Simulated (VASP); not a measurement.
# BaTiO3 (P4mm) in VASP: further runs

BaTiO3 is run at these levels: PBE, LDA; tasks: single point.

Everything below comes from runs of VASP 6.6.1. Logs are shortened: lines on timing, memory, paths and dates and some standing lists are left out, and cuts for length are marked.

### 1 The cell of the first run

Symmetry: P4mm, No. 99, tetragonal system. Conventional cell: a = 3.972 Å, b = 3.972 Å, c = 4.112 Å, α = 90.00°, β = 90.00°, γ = 90.00°. Ba (site symmetry 4mm) has 12 O at 2.79 to 2.92 Å and 8 Ti at 3.44 to 3.53 Å within 3.7 Å. Ti (site symmetry 4mm) has 6 O at 1.82 to 2.29 Å within 2.4 Å. Within 2.4 Å of O (site symmetry 4mm) lie 2 Ti at 1.82 to 2.29 Å. O (site symmetry 2mm) has 2 Ti at 1.99 Å within 2.6 Å.

### 2 Single point, PBE

Input file INCAR:

```
SYSTEM = BaTiO3
PREC     = Accurate       ! precision mode
ENCUT    = 520            ! plane-wave cutoff, eV
EDIFF    = 1E-7           ! SCF threshold, eV
ISMEAR   = -1             ! smearing method
SIGMA    = 0.02           ! smearing width, eV
LREAL    = .False.        ! projectors in reciprocal space
LASPH    = .True.         ! aspherical terms in the spheres
NELM     = 80             ! most SCF steps
ALGO     = Normal         ! electronic algorithm
ISIF     = 2              ! what is computed and relaxed
LWAVE    = .False.        ! write WAVECAR
LCHARG   = .False.        ! write CHGCAR
GGA      = PE             ! functional
NBANDS   = 28             ! bands
```

Input file KPOINTS:

```
regular mesh
0
Gamma
  6 6 6
  0 0 0
```

Input file POSCAR:

```
BaTiO3
1.0
    3.9723669980      0.0000000000      0.0000000000
    0.0000000000      3.9723669980      0.0000000000
    0.0000000000      0.0000000000      4.1122280131
Ba Ti O
1 1 3
Direct
    0.0000000000      0.0000000000     -0.0043575938
    0.5000000000      0.5000000000      0.4775259965
    0.5000000000      0.5000000000      0.0345448926
    0.5000000000      0.0000000000      0.5176433524
    0.0000000000      0.5000000000      0.5176433524
```

Potentials or basis: VASP PAW PBE potentials, release 64 (Ba_sv, Ti_sv, O).

The run is started by

```sh
cat potpaw_PBE.64/Ba_sv/POTCAR potpaw_PBE.64/Ti_sv/POTCAR potpaw_PBE.64/O/POTCAR > POTCAR
mpirun -np 1 vasp_std > vasp.out
```

OUTCAR:

```text
SYSTEM = BaTiO3
   PREC = Accurate
   ENCUT = 520
   EDIFF = 1E-7
   ISMEAR = -1
   LREAL = .False.
   LASPH = .True.
   NELM = 80
   ISIF = 2
   GGA = PE

 ion  position               nearest neighbor table
   1  0.000  0.000  0.996-   4 2.79   5 2.79   5 2.79   4 2.79   3 2.81   3 2.81   3 2.81   3 2.81
                             4 2.92   5 2.92   5 2.92   4 2.92   2 3.44   2 3.44   2 3.44   2 3.44
   2  0.500  0.500  0.478-   3 1.82   4 1.99   5 1.99   4 1.99   5 1.99   3 2.29   1 3.44   1 3.44
                             1 3.44   1 3.44   1 3.53   1 3.53   1 3.53   1 3.53
   3  0.500  0.500  0.035-   2 1.82   2 2.29   1 2.81   1 2.81   1 2.81   1 2.81
   4  0.500  0.000  0.518-   2 1.99   2 1.99   1 2.79   1 2.79   1 2.92   1 2.92
   5  0.000  0.500  0.518-   2 1.99   2 1.99   1 2.79   1 2.79   1 2.92   1 2.92

  LATTYP: Found a simple tetragonal cell.
 ALAT       =     3.9723669980
 C/A-ratio  =     1.0352084828

  Lattice vectors:

 A1 = (   3.9723669980,   0.0000000000,   0.0000000000)
 A2 = (   0.0000000000,   3.9723669980,   0.0000000000)
 A3 = (   0.0000000000,   0.0000000000,   4.1122280131)

Analysis of symmetry for initial positions (statically):
=====================================================================
 Subroutine PRICEL returns:
 Original cell was already a primitive cell.

 Routine SETGRP: Setting up the symmetry group for a
 simple tetragonal supercell.

 Subroutine GETGRP returns: Found  8 space group operations
 (whereof  8 operations were pure point group operations)
 out of a pool of 16 trial point group operations.

The static configuration has the point symmetry C_4v.

Analysis of symmetry for dynamics (positions and initial velocities):
=====================================================================
 Subroutine PRICEL returns:
 Original cell was already a primitive cell.

 Routine SETGRP: Setting up the symmetry group for a
 simple tetragonal supercell.

 Subroutine GETGRP returns: Found  8 space group operations
 (whereof  8 operations were pure point group operations)
 out of a pool of 16 trial point group operations.

The dynamic configuration has the point symmetry C_4v.

 Subroutine INISYM returns: Found  8 space group operations
 (whereof  8 operations are pure point group operations),
 and found     1 'primitive' translations

----------------------------------------------------------------------------------------

                                     Primitive cell

  volume of cell :      64.8897

  direct lattice vectors                    reciprocal lattice vectors
     3.972366998  0.000000000  0.000000000     0.251739077  0.000000000  0.000000000
     0.000000000  3.972366998  0.000000000     0.000000000  0.251739077  0.000000000
     0.000000000  0.000000000  4.112228013     0.000000000  0.000000000  0.243177177

  length of vectors
     3.972366998  3.972366998  4.112228013     0.251739077  0.251739077  0.243177177

  position of ions in fractional coordinates (direct lattice)
     0.000000000  0.000000000  0.995642406
     0.500000000  0.500000000  0.477525996
     0.500000000  0.500000000  0.034544893
     0.500000000  0.000000000  0.517643352
     0.000000000  0.500000000  0.517643352

  ion indices of the primitive-cell ions
   primitive index   ion index
                 1           1
                 2           2
                 3           3
                 4           4
                 5           5

----------------------------------------------------------------------------------------

 KPOINTS: regular mesh

Automatic generation of k-mesh.
 Grid dimensions read from file:
 generate k-points for:    6    6    6

 Generating k-lattice:

  Cartesian coordinates                     Fractional coordinates (reciprocal lattice)
     0.041956513  0.000000000  0.000000000     0.166666667  0.000000000  0.000000000
     0.000000000  0.041956513  0.000000000     0.000000000  0.166666667  0.000000000
     0.000000000  0.000000000  0.040529530     0.000000000  0.000000000  0.166666667

  Length of vectors
     0.041956513  0.041956513  0.040529530

  Shift w.r.t. Gamma in fractional coordinates (k-lattice)
     0.000000000  0.000000000  0.000000000

 Subroutine IBZKPT returns following result:
 ===========================================

 Found     40 irreducible k-points:

 Following reciprocal coordinates:
            Coordinates               Weight
  0.000000  0.000000  0.000000      1.000000
  0.166667  0.000000  0.000000      4.000000
  0.333333  0.000000  0.000000      4.000000
  0.500000  0.000000  0.000000      2.000000
  0.166667  0.166667  0.000000      4.000000
  0.333333  0.166667  0.000000      8.000000
[... 16 lines left out ...]
  0.333333  0.000000  0.333333      8.000000
  0.500000  0.000000  0.333333      4.000000
 [... further k-points ...]
   k-points           NKPTS =     40   k-points in BZ     NKDIM =     40   number of bands    NBANDS=     28
   number of dos      NEDOS =    301   number of ions     NIONS =      5
   total plane-waves  NPLWV =  28800
   dimension x,y,z NGX =    30 NGY =   30 NGZ =   32
   dimension x,y,z NGXF=    60 NGYF=   60 NGZF=   64
   ions per type =               1   1   3
   NGX,Y,Z   is equivalent  to a cutoff of  12.56, 12.56, 12.94 a.u.
   NGXF,Y,Z  is equivalent  to a cutoff of  25.11, 25.11, 25.87 a.u.
 SYSTEM =  BaTiO3
   PREC   = accura    normal or accurate (medium, high low for compatibility)
   ISTART =      0    job   : 0-new  1-cont  2-samecut
   ICHARG =      2    charge: 1-file 2-atom 10-const
   ISPIN  =      1    spin polarized calculation?
   LNONCOLLINEAR =      F non collinear calculations
   LSORBIT =      F    spin-orbit coupling
   LASPH  =      T    aspherical Exc in radial PAW
   ENCUT  =  520.0 eV  38.22 Ry    6.18 a.u.   7.39  7.39  7.65*2*pi/ulx,y,z
   NELM   =     80;   NELMIN=  2; NELMDL= -5     # of ELM steps
   EDIFF  = 0.1E-06   stopping-criterion for ELM
   LREAL  =      F    real-space projection
   EDIFFG = 0.1E-05   stopping-criterion for IOM
   NSW    =      0    number of steps for IOM
   IBRION =     -1    ionic relax: 0-MD 1-quasi-New 2-CG
   NFREE  =      0    steps in history (QN), initial steepest desc. (CG)
   ISIF   =      2    stress and relaxation
   ISYM   =      2    0-nonsym 1-usesym 2-fastsym
   POTIM  = 0.5000    time-step for ionic-motion
   TEBEG  =    0.0;   TEEND  =   0.0 temperature during run
   PSTRESS=    0.0 pullay stress
   NELECT =      40.0000    total number of electrons
   NUPDOWN=      -1.0000    fix difference up-down
   EMIN   =  10.00;   EMAX   =-10.00  energy-range for DOS
   EFERMI =   0.00;   METHOD = LEGACY
   ISMEAR =    -1;   SIGMA  =   0.02  broadening in eV -4-tet -1-fermi 0-gaus
   EFERMI_NEDOS =   21; number of points for ismear=-14 and -15
   IALGO  =     38    algorithm
   IMIX   =      4    mixing-type and parameters
     AMIX     =   0.40;   BMIX     =  1.00
     AMIX_MAG =   1.60;   BMIX_MAG =  1.00
  volume/ion in A,a.u.               =      12.98        87.58
  Fermi-wavevector in a.u.,A,eV,Ry     =   1.393273  2.632904 26.411757  1.941209
  Thomas-Fermi vector in A             =   2.516935
   LORBIT       =      0    0 simple, 1 ext, 2 COOP (PROOUT), +10 PAW based schemes
   GGA     = PE    functional components
   LHFCALC =     F    Hartree Fock is set to
   AEXX    =    0.0000 exact exchange contribution
   IVDW    =     0    specifies the selected vdW correction
   LEPSILON=     F    determine dielectric tensor
   LRPA    =     F    only Hartree local field effects (RPA)
 non-spin polarized calculation
  energy-cutoff  :      520.00
  volume of cell :       64.89
 maximum number of plane-waves:      1779
 NGX is ok and might be reduce to    30
   NGX = 15   NGY = 15   NGZ = 15

 number of electron      39.9999984 magnetization

 Free energy of the ion-electron system (eV)
  ---------------------------------------------------
  ext. energy  EPLUGINS =         0.00000000
  ---------------------------------------------------
  free energy    TOTEN  =       -40.00821178 eV

  energy without entropy =      -40.00821178  energy(sigma->0) =      -40.00821178

 E-fermi :   4.4411     XC(G=0): -11.1787

 val. band max:        3.8994953000   @ k =   0.5000   0.5000   0.5000
 cond. band min:       5.7083028718   @ k =   0.0000   0.0000   0.0000
 fundamental gap:      1.8088075718
 Fermi energy:         4.4411189065

 k-point     1 :       0.0000    0.0000    0.0000
  band No.  band energies     occupation
      1     -52.6743      2.00000
      2     -28.9914      2.00000
      3     -28.8837      2.00000
      4     -28.8837      2.00000
      5     -21.1463      2.00000
      6     -13.1210      2.00000
[... 20 lines left out ...]
     27       8.9648      0.00000
     28      10.9350      0.00000

 k-point     2 :       0.1667    0.0000    0.0000
  band No.  band energies     occupation
      1     -52.6740      2.00000
      2     -28.9908      2.00000
      3     -28.8981      2.00000
      4     -28.8832      2.00000
      5     -21.1165      2.00000
      6     -13.1424      2.00000
[... 20 lines left out ...]
     27       9.4807      0.00000
     28      11.5926      0.00000

 k-point     3 :       0.3333    0.0000    0.0000
  band No.  band energies     occupation
      1     -52.6734      2.00000
      2     -28.9896      2.00000
      3     -28.9267      2.00000
      4     -28.8821      2.00000
      5     -21.0557      2.00000
      6     -13.2649      2.00000
[... 20 lines left out ...]
     27      10.6186      0.00000
     28      11.9521      0.00000

 k-point     4 :       0.5000    0.0000    0.0000
  band No.  band energies     occupation
      1     -52.6731      2.00000
      2     -28.9890      2.00000
      3     -28.9409      2.00000
      4     -28.8816      2.00000
      5     -21.0247      2.00000
      6     -13.3470      2.00000
[... 578 lines left out ...]
     27      10.9808      0.00000
     28      12.4200      0.00000

 k-point    23 :       0.3333    0.0000    0.3333
  band No.  band energies     occupation
      1     -52.6729      2.00000
      2     -29.0179      2.00000
      3     -28.9249      2.00000
      4     -28.8811      2.00000
      5     -21.0063      2.00000
      6     -12.9823      2.00000
[... 20 lines left out ...]
     27      11.9693      0.00000
     28      12.3732      0.00000

 k-point    24 :       0.5000    0.0000    0.3333
  band No.  band energies     occupation
      1     -52.6726      2.00000
      2     -29.0170      2.00000
      3     -28.9389      2.00000
      4     -28.8805      2.00000
      5     -20.9826      2.00000
      6     -12.9560      2.00000
[... 20 lines left out ...]
     27      11.7991      0.00000
     28      13.0754      0.00000

 [... further k-points ...]

------------------------ aborting loop because EDIFF is reached ----------------------------------------

  FORCE on cell =-STRESS in cart. coord.  units (eV):
  Direction    XX          YY          ZZ          XY          YZ          ZX
  --------------------------------------------------------------------------------------
  -------------------------------------------------------------------------------------
  Total        1.9598601      1.9598601      2.0405426      0.0000000      0.0000000      0.0000000
  in kB       48.3904595     48.3904595     50.3825714      0.0000000      0.0000000      0.0000000
  external PRESSURE =      49.0544968 kB  Pullay stress =       0.0000000 kB

 VOLUME and BASIS-vectors are now :
 -----------------------------------------------------------------------------
  energy-cutoff  :      520.00
  volume of cell :       64.89
      direct lattice vectors                 reciprocal lattice vectors
     3.972366998  0.000000000  0.000000000     0.251739077  0.000000000  0.000000000
     0.000000000  3.972366998  0.000000000     0.000000000  0.251739077  0.000000000
     0.000000000  0.000000000  4.112228013     0.000000000  0.000000000  0.243177177

 POSITION                                       TOTAL-FORCE (eV/Angst)
 -----------------------------------------------------------------------------------
      0.00000      0.00000      4.09431        -0.000000      0.000000      0.018521
      1.98618      1.98618      1.96370        -0.000000     -0.000000      0.132561
      1.98618      1.98618      0.14206        -0.000000     -0.000000     -0.199725
      1.98618      0.00000      2.12867        -0.000000      0.000000      0.024321
      0.00000      1.98618      2.12867         0.000000      0.000000      0.024321
 -----------------------------------------------------------------------------------
    total drift:                                0.000000      0.000000     -0.000260

  FREE ENERGIE OF THE ION-ELECTRON SYSTEM (eV)
  ---------------------------------------------------
  free  energy   TOTEN  =       -40.0082117841 eV

  energy  without entropy=      -40.0082117841  energy(sigma->0) =      -40.00821178
```

Run time: 46 s. Hardware: 1 thread of Intel Xeon 6975P-C (Granite Rapids), shared host; peak memory 0.21 GiB.

What came out:

```yaml
Free_energy: -40.0082 eV
Pressure: 4.9 GPa
Largest_force: 0.200 eV/Å
Band_gap_on_the_k_mesh: 1.81 eV (least direct gap 2.30 eV)
```

Forces on the atoms (eV/Å):
```
Ba   0.000  0.000  0.019
Ti   0.000  0.000  0.133
O    0.000  0.000 -0.200
O    0.000  0.000  0.024
O    0.000  0.000  0.024
```

Caveat: the cell stands under pressure; spin-orbit coupling is left out, which moves the levels of the heavy elements.

### 3 Single point, LDA

Input file INCAR:

```
ALGO = Normal
EDIFF = 1E-7
ENCUT = 520
GGA = CA
ISIF = 2
ISMEAR = 0
LASPH = T
LCHARG = F
LREAL = F
LWAVE = F
NBANDS = 28
NELM = 60
PREC = Accurate
SIGMA = 0.01
```

Input file KPOINTS:

```
k-points
0
Gamma
  6 6 6
```

POSCAR is that of step 2.

Potentials or basis: VASP PAW LDA potentials, release 64 (Ba_sv, Ti_sv, O).

The run is started by

```sh
cat potpaw_LDA.64/Ba_sv/POTCAR potpaw_LDA.64/Ti_sv/POTCAR potpaw_LDA.64/O/POTCAR > POTCAR
mpirun -np 1 vasp_std > vasp.out
```

Run time: 46 s. Hardware: 1 thread of Intel Xeon 6975P-C (Granite Rapids), shared host; peak memory 0.2 GiB.

It converged, with:

```
Free energy            : -44.1144 eV
Pressure               : -5.6 GPa
Largest force          : 0.033 eV/Å
Band gap on the k mesh : 1.71 eV (least direct gap 2.21 eV)
```

Forces on the atoms (eV/Å):
```
Ba   0.000  0.000 -0.023
Ti   0.000  0.000  0.033
O    0.000  0.000 -0.003
O    0.000  0.000 -0.003
O    0.000  0.000 -0.003
```

Stress tensor (GPa, compression positive):
```
-5.81  0.00  0.00
 0.00 -5.81  0.00
 0.00  0.00 -5.27
```

Levels at points of the mesh, in eV from the valence-band top:
```tsv
k point	band 18	band 19	band 20	band 21	band 22	band 23
(0.00, 0.00, 0.00)	-0.70	-0.50	-0.50	1.71	2.24	2.24
(0.50, 0.00, 0.00)	-1.75	-1.39	-1.17	2.34	3.48	3.57
(0.50, 0.50, 0.00)	-1.11	-1.11	-0.07	3.61	3.61	3.95
(0.00, 0.00, 0.50)	-2.08	-0.74	-0.74	1.86	3.50	3.50
(0.50, 0.00, 0.50)	-1.08	-1.02	-0.41	3.51	3.52	3.82
(0.50, 0.50, 0.50)	-0.33	-0.33	0.00	4.09	4.09	4.16
```

Caveat: the cell stands under tension; spin-orbit coupling is left out, which moves the levels of the heavy elements. A k mesh can miss the band edges.
